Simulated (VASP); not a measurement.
Wanted: the native input for a VASP 6.6.1 run.

```yaml
Task: relaxation of cell and atoms
Functional: PBEsol
Potentials_or_basis: VASP PAW PBE potentials, release 64 (B)
Cutoff: 500 eV
k_mesh: 24 × 24 × 24
Occupations: gaussian, width 0.1 eV
Spin: no spin polarisation
Dipole_correction: no
Further_INCAR_settings: ALGO = Normal; EDIFF = 1e-07; IBRION = 2; EDIFFG = -0.01; NSW = 100; ISIF = 3
```

The structure of B lies in POSCAR:

```
B
1.0
    0.0000000000      2.0155618801      2.0155618801
    2.0155618801      0.0000000000      2.0155618801
    2.0155618801      2.0155618801      0.0000000000
B
2
Direct
    0.0000000000      0.0000000000      0.0000000000
    0.2500000000      0.2500000000      0.2500000000
```

This isn't the form of B at room conditions, which is rhombohedral.

One way to write it, as run:

INCAR

```
ALGO = Normal
EDIFF = 1E-7
EDIFFG = -0.01
ENCUT = 500
GGA = PS
GGA_COMPAT = F
IBRION = 2
ISIF = 3
ISMEAR = 0
LASPH = T
LCHARG = F
LREAL = F
LWAVE = F
NELM = 120
NELMIN = 4
NSW = 100
PREC = Accurate
SIGMA = 0.1
```

KPOINTS

```
k-points
0
Gamma
  24 24 24
```

Potentials or basis: VASP PAW PBE potentials, release 64 (B).

The run is started by

```bash
$ cat potpaw_PBE.64/B/POTCAR > POTCAR
$ mpirun -np 1 vasp_std > vasp.out
```

It gave:

```
Relaxed volume                        : 8.21 Å³/atom
Relaxed cell                          : a = 2.853 Å, b = 2.853 Å, c = 2.853 Å, α = 60.00°, β = 60.00°, γ = 60.00°
Space group after relaxing (to 0.1 Å) : Fd-3m (No. 227)
Energy gained by relaxing             : 0.0 meV/atom
Ionic steps                           : 2
Pressure after relaxing               : -0.1 GPa
Band gap on the k mesh                : zero (bands 3 and 4 overlap by 7.33 eV)
```

Caveat: the PAW data sets were made with another functional, which shifts forces and pressure a little.

Wall time 18 s on 1 thread of Intel(R) Xeon(R) 6975P-C (Granite Rapids), on a shared host, peak memory 0.16 GiB.
